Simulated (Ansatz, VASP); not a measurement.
## ScAl4N: VASP beside Ansatz

```
Sc Al N
1.0
     0.00000    3.50877    3.50877
     3.50877    0.00000    3.50877
     3.50877    3.50877    0.00000
Sc Al N
1 4 1
Direct
  0.25000 0.25000 0.25000
  0.37538 0.87487 0.87487
  0.87487 0.87487 0.37538
  0.87487 0.37538 0.87487
  0.87487 0.87487 0.87487
  0.50000 0.50000 0.50000
```

Change from the starting cell: species swapped into the LaCeRh4 type (F-43m, No. 216).

Alike in both runs: task relaxation of cell and atoms; functional PBE; k mesh 4 × 4 × 4; occupations gaussian, width 0.1 eV; no spin polarisation.

|  | VASP | Ansatz |
| --- | --- | --- |
| version | VASP 6.6.1 | Ansatz 0.2.0 |
| potentials or method | VASP PAW PBE potentials, release 64 (Sc_sv, Al, N), cutoff 600 eV | scalar-relativistic, plane waves, PAW |
| valence electrons in the cell | 28 | 28 |

Ansatz gave:

* gap on the k mesh at the Fermi level, each at its own relaxed structure (eV): none
* relaxed volume (Å³/atom): 16.94
* relaxed length of the cell vector where the two differ most in proportion (Å): 5.238

Task: Which values does VASP return?

Result: gap on the k mesh at the Fermi level, each at its own relaxed structure (eV): none; relaxed volume (Å³/atom): 16.99; relaxed length of the cell vector where the two differ most in proportion (Å): 5.244.

A gap of «none» marks a metal or a gap that the smearing closes.

The k mesh is coarse, so the values compare programs but aren't converged. Noted on VASP's run: the volume moved by over 15 % at a fixed basis, so the end points are rough; too few bands were computed for a metal, which touches its energy and stress.
